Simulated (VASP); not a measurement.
# Y (P6_3/mmc) in VASP: single point with r2SCAN

Aim: the single point of Y with r2SCAN.

Everything below comes from runs of VASP 6.6.1. Logs are shortened: lines on timing, memory, paths and dates and some standing lists are left out, and cuts for length are marked.

**1. The cell of the first run**

The structure is hexagonal, space group P6_3/mmc (No. 194). The conventional cell has a = 3.647 Å, b = 3.647 Å, c = 5.731 Å, α = 90.00°, β = 90.00°, γ = 120.00°. Within 4.7 Å of Y (site symmetry -6m2) lie 12 Y at 3.56 to 3.65 Å.

**2. Single point, r2SCAN**

POSCAR

```
Y
1.0
    3.6474000000      0.0000000000      0.0000000000
   -1.8237000000      3.1587410000      0.0000000000
    0.0000000000      0.0000000000      5.7306000000
Y
2
Direct
    0.3333333333      0.6666666667      0.2500000000
    0.6666666667      0.3333333333      0.7500000000
```

INCAR.step1

```
ALGO     = Normal         # electronic algorithm
EDIFF    = 1E-4           # SCF threshold, eV
ENCUT    = 520            # plane-wave cutoff, eV
GGA      = PE             # functional
ISMEAR   = 0              # smearing method
LASPH    = T              # aspherical terms in the spheres
LCHARG   = F              # write CHGCAR
LREAL    = F              # projectors in reciprocal space
LWAVE    = T              # write WAVECAR
NBANDS   = 18             # bands
NELM     = 80             # most SCF steps
PREC     = Accurate       # precision mode
SIGMA    = 0.05           # smearing width, eV
```

INCAR.step2

```
ALGO     = Normal         # electronic algorithm
EDIFF    = 1E-6           # SCF threshold, eV
ENCUT    = 520            # plane-wave cutoff, eV
ISIF     = 2              # what is computed and relaxed
ISMEAR   = 0              # smearing method
ISTART   = 1            
LASPH    = T              # aspherical terms in the spheres
LCHARG   = F              # write CHGCAR
LMIXTAU  = T            
LREAL    = F              # projectors in reciprocal space
LWAVE    = F              # write WAVECAR
METAGGA  = R2SCAN         # meta-GGA
NBANDS   = 18             # bands
NELM     = 80             # most SCF steps
PREC     = Accurate       # precision mode
SIGMA    = 0.05           # smearing width, eV
```

KPOINTS

```
k-points
0
Gamma
  7 7 4
```

Potentials or basis: VASP PAW PBE potentials, release 64 (Y_sv).

Started as:

```console
$ cat potpaw_PBE.64/Y_sv/POTCAR > POTCAR
$ cp INCAR.step1 INCAR
$ mpirun -np 1 vasp_std > vasp.out
$ cp INCAR.step2 INCAR
$ mpirun -np 1 vasp_std > vasp.out
```

OUTCAR:

```text
EDIFF = 1E-6
   ENCUT = 520
   ISIF = 2
   ISMEAR = 0
   ISTART = 1
   LASPH = T
   LREAL = F
   METAGGA = R2SCAN
   NELM = 80
   PREC = Accurate

 ion  position               nearest neighbor table
   1  0.333  0.667  0.250-   2 3.56   2 3.56   2 3.56   2 3.56   2 3.56   2 3.56
   2  0.667  0.333  0.750-   1 3.56   1 3.56   1 3.56   1 3.56   1 3.56   1 3.56

  LATTYP: Found a hexagonal cell.
 ALAT       =     3.6474000000
 C/A-ratio  =     1.5711465702

  Lattice vectors:

 A1 = (   3.6474000000,   0.0000000000,   0.0000000000)
 A2 = (  -1.8237000000,   3.1587410000,   0.0000000000)
 A3 = (   0.0000000000,   0.0000000000,   5.7306000000)

Analysis of symmetry for initial positions (statically):
=====================================================================
 Subroutine PRICEL returns:
 Original cell was already a primitive cell.

 Routine SETGRP: Setting up the symmetry group for a
 hexagonal supercell.

 Subroutine GETGRP returns: Found 24 space group operations
 (whereof 12 operations were pure point group operations)
 out of a pool of 24 trial point group operations.

The static configuration has the point symmetry D_3d.
 The point group associated with its full space group is D_6h.

Analysis of symmetry for dynamics (positions and initial velocities):
=====================================================================
 Subroutine PRICEL returns:
 Original cell was already a primitive cell.

 Routine SETGRP: Setting up the symmetry group for a
 hexagonal supercell.

 Subroutine GETGRP returns: Found 24 space group operations
 (whereof 12 operations were pure point group operations)
 out of a pool of 24 trial point group operations.

The dynamic configuration has the point symmetry D_3d.
 The point group associated with its full space group is D_6h.

 Subroutine INISYM returns: Found 24 space group operations
 (whereof 12 operations are pure point group operations),
 and found     1 'primitive' translations

----------------------------------------------------------------------------------------

                                     Primitive cell

  volume of cell :      66.0233

  direct lattice vectors                    reciprocal lattice vectors
     3.647400000  0.000000000  0.000000000     0.274167900  0.158290914  0.000000000
    -1.823700000  3.158741000  0.000000000     0.000000000  0.316581828  0.000000000
     0.000000000  0.000000000  5.730600000     0.000000000  0.000000000  0.174501797

  length of vectors
     3.647400000  3.647399950  5.730600000     0.316581824  0.316581828  0.174501797

  position of ions in fractional coordinates (direct lattice)
     0.333333333  0.666666667  0.250000000
     0.666666667  0.333333333  0.750000000

  ion indices of the primitive-cell ions
   primitive index   ion index
                 1           1
                 2           2

----------------------------------------------------------------------------------------

 KPOINTS: k-points

Automatic generation of k-mesh.
 Grid dimensions read from file:
 generate k-points for:    7    7    4

 Generating k-lattice:

  Cartesian coordinates                     Fractional coordinates (reciprocal lattice)
     0.039166843  0.022612988  0.000000000     0.142857143 -0.000000000  0.000000000
     0.000000000  0.045225975  0.000000000     0.000000000  0.142857143  0.000000000
     0.000000000  0.000000000  0.043625449     0.000000000  0.000000000  0.250000000

  Length of vectors
     0.045225975  0.045225975  0.043625449

  Shift w.r.t. Gamma in fractional coordinates (k-lattice)
     0.000000000  0.000000000  0.000000000

 Subroutine IBZKPT returns following result:
 ===========================================

 Found     24 irreducible k-points:

 Following reciprocal coordinates:
            Coordinates               Weight
  0.000000  0.000000  0.000000      1.000000
  0.142857  0.000000  0.000000      6.000000
  0.285714 -0.000000  0.000000      6.000000
  0.428571  0.000000  0.000000      6.000000
  0.142857  0.142857  0.000000      6.000000
  0.285714  0.142857  0.000000     12.000000
[... 16 lines left out ...]
  0.428571  0.142857  0.500000      6.000000
  0.285714  0.285714  0.500000      6.000000
   k-points           NKPTS =     24   k-points in BZ     NKDIM =     24   number of bands    NBANDS=     18
   number of dos      NEDOS =    301   number of ions     NIONS =      2
   total plane-waves  NPLWV =  37632
   dimension x,y,z NGX =    28 NGY =   28 NGZ =   48
   dimension x,y,z NGXF=    56 NGYF=   56 NGZF=   96
   ions per type =               2
   NGX,Y,Z   is equivalent  to a cutoff of  12.76, 12.76, 13.92 a.u.
   NGXF,Y,Z  is equivalent  to a cutoff of  25.52, 25.52, 27.85 a.u.
 SYSTEM =  unknown system
   PREC   = accura    normal or accurate (medium, high low for compatibility)
   ISTART =      1    job   : 0-new  1-cont  2-samecut
   ICHARG =      0    charge: 1-file 2-atom 10-const
   ISPIN  =      1    spin polarized calculation?
   LNONCOLLINEAR =      F non collinear calculations
   LSORBIT =      F    spin-orbit coupling
   LASPH  =      T    aspherical Exc in radial PAW
   ENCUT  =  520.0 eV  38.22 Ry    6.18 a.u.   6.78  6.78 10.66*2*pi/ulx,y,z
   NELM   =     80;   NELMIN=  2; NELMDL=  0     # of ELM steps
   EDIFF  = 0.1E-05   stopping-criterion for ELM
   LREAL  =      F    real-space projection
   EDIFFG = 0.1E-04   stopping-criterion for IOM
   NSW    =      0    number of steps for IOM
   IBRION =     -1    ionic relax: 0-MD 1-quasi-New 2-CG
   NFREE  =      0    steps in history (QN), initial steepest desc. (CG)
   ISIF   =      2    stress and relaxation
   ISYM   =      2    0-nonsym 1-usesym 2-fastsym
   POTIM  = 0.5000    time-step for ionic-motion
   TEBEG  =    0.0;   TEEND  =   0.0 temperature during run
   PSTRESS=    0.0 pullay stress
   NELECT =      22.0000    total number of electrons
   NUPDOWN=      -1.0000    fix difference up-down
   EMIN   =  10.00;   EMAX   =-10.00  energy-range for DOS
   EFERMI =   0.00;   METHOD = LEGACY
   ISMEAR =     0;   SIGMA  =   0.05  broadening in eV -4-tet -1-fermi 0-gaus
   EFERMI_NEDOS =   21; number of points for ismear=-14 and -15
   IALGO  =     38    algorithm
   IMIX   =      4    mixing-type and parameters
     AMIX     =   0.40;   BMIX     =  1.00
     AMIX_MAG =   1.60;   BMIX_MAG =  1.00
  volume/ion in A,a.u.               =      33.01       222.77
  Fermi-wavevector in a.u.,A,eV,Ry     =   1.134967  2.144777 17.526345  1.288150
  Thomas-Fermi vector in A             =   2.271671
   LORBIT       =      0    0 simple, 1 ext, 2 COOP (PROOUT), +10 PAW based schemes
   METAGGA = R2SCAN    functional components
   LHFCALC =     F    Hartree Fock is set to
   AEXX    =    0.0000 exact exchange contribution
   IVDW    =     0    specifies the selected vdW correction
   LEPSILON=     F    determine dielectric tensor
   LRPA    =     F    only Hartree local field effects (RPA)
 non-spin polarized calculation
 Gauss-broadening in eV      SIGMA  =   0.05
  energy-cutoff  :      520.00
  volume of cell :       66.02
 maximum number of plane-waves:      1791
 NGX is ok and might be reduce to    28
   NGX = 13   NGY = 13   NGZ = 21

 number of electron      22.0000001 magnetization

 Free energy of the ion-electron system (eV)
  ---------------------------------------------------
  ext. energy  EPLUGINS =         0.00000000
  ---------------------------------------------------
  free energy    TOTEN  =       -40.55606144 eV

  energy without entropy =      -40.55296904  energy(sigma->0) =      -40.55451524

 E-fermi :   3.0320     XC(G=0): -10.0488

 val. band max:        2.9697536203   @ k =   0.4286   0.0000   0.2500
 cond. band min:       3.0702359975   @ k =   0.2857   0.1429   0.2500
 fundamental gap:      0.1004823772
 Fermi energy:         3.0320044532

 k-point     1 :       0.0000    0.0000    0.0000
  band No.  band energies     occupation
      1     -41.1837      2.00000
      2     -41.1061      2.00000
      3     -20.8126      2.00000
      4     -20.3225      2.00000
      5     -20.3225      2.00000
      6     -20.2336      2.00000
[... 10 lines left out ...]
     17       6.1438      0.00000
     18       6.1438      0.00000

 k-point     2 :       0.1429    0.0000    0.0000
  band No.  band energies     occupation
      1     -41.1732      2.00000
      2     -41.1025      2.00000
      3     -20.7756      2.00000
      4     -20.3957      2.00000
      5     -20.3469      2.00000
      6     -20.3093      2.00000
[... 10 lines left out ...]
     17       5.8747      0.00000
     18       6.0407      0.00000

 k-point     3 :       0.2857   -0.0000    0.0000
  band No.  band energies     occupation
      1     -41.1481      2.00000
      2     -41.0958      2.00000
      3     -20.6799      2.00000
      4     -20.5618      2.00000
      5     -20.4699      2.00000
      6     -20.3982      2.00000
[... 10 lines left out ...]
     17       6.7770      0.00000
     18       7.0944      0.00000

 k-point     4 :       0.4286    0.0000    0.0000
  band No.  band energies     occupation
      1     -41.1242      2.00000
      2     -41.0941      2.00000
      3     -20.6954      2.00000
      4     -20.5909      2.00000
      5     -20.5735      2.00000
      6     -20.4372      2.00000
[... 375 lines left out ...]
      4     -20.6925      2.00000
      5     -20.4174      2.00000
      6     -20.4174      2.00000
[... 10 lines left out ...]
     17       7.9935      0.00000
     18       7.9935      0.00000

 k-point    23 :       0.4286    0.1429    0.5000
  band No.  band energies     occupation
      1     -41.1056      2.00000
      2     -41.1056      2.00000
      3     -20.7374      2.00000
      4     -20.7374      2.00000
      5     -20.4433      2.00000
      6     -20.4433      2.00000
[... 10 lines left out ...]
     17       8.2106      0.00000
     18       8.2106      0.00000

 k-point    24 :       0.2857    0.2857    0.5000
  band No.  band energies     occupation
      1     -41.1040      2.00000
      2     -41.1040      2.00000
      3     -20.6975      2.00000
      4     -20.6975      2.00000
      5     -20.5138      2.00000
      6     -20.5138      2.00000
[... 10 lines left out ...]
     17       8.0655      0.00000
     18       8.0655      0.00000

------------------------ aborting loop because EDIFF is reached ----------------------------------------

  FORCE on cell =-STRESS in cart. coord.  units (eV):
  Direction    XX          YY          ZZ          XY          YZ          ZX
  --------------------------------------------------------------------------------------
  -------------------------------------------------------------------------------------
  Total        0.4227810      0.4227810     -0.0498698      0.0000000     -0.0000000      0.0000000
  in kB       10.2595550     10.2595546     -1.2101816      0.0000000     -0.0000000      0.0000000
  external PRESSURE =       6.4363093 kB  Pullay stress =       0.0000000 kB

 VOLUME and BASIS-vectors are now :
 -----------------------------------------------------------------------------
  energy-cutoff  :      520.00
  volume of cell :       66.02
      direct lattice vectors                 reciprocal lattice vectors
     3.647400000  0.000000000  0.000000000     0.274167900  0.158290914  0.000000000
    -1.823700000  3.158741000  0.000000000     0.000000000  0.316581828  0.000000000
     0.000000000  0.000000000  5.730600000     0.000000000  0.000000000  0.174501797

 POSITION                                       TOTAL-FORCE (eV/Angst)
 -----------------------------------------------------------------------------------
     -0.00000      2.10583      1.43265         0.000000      0.000000      0.000000
      1.82370      1.05291      4.29795        -0.000000      0.000000      0.000000
 -----------------------------------------------------------------------------------
    total drift:                               -0.000000      0.000000     -0.000000

  FREE ENERGIE OF THE ION-ELECTRON SYSTEM (eV)
  ---------------------------------------------------
  free  energy   TOTEN  =       -40.5560614401 eV

  energy  without entropy=      -40.5529690445  energy(sigma->0) =      -40.55451524
```

Run time: 1.8 min. Hardware: 1 thread of Intel Xeon Platinum 8488C (Sapphire Rapids), shared host; peak memory 0.19 GiB.

Results:

| Property | Result |
| --- | --- |
| Free energy | -40.5561 eV |
| Pressure | 0.6 GPa |
| Band gap on the k mesh | zero (band 11 reaches 4.07 eV, above the bottom of band 12 at 2.54 eV) |

Caveat: the PAW data sets were made with another functional, which shifts forces and pressure a little.
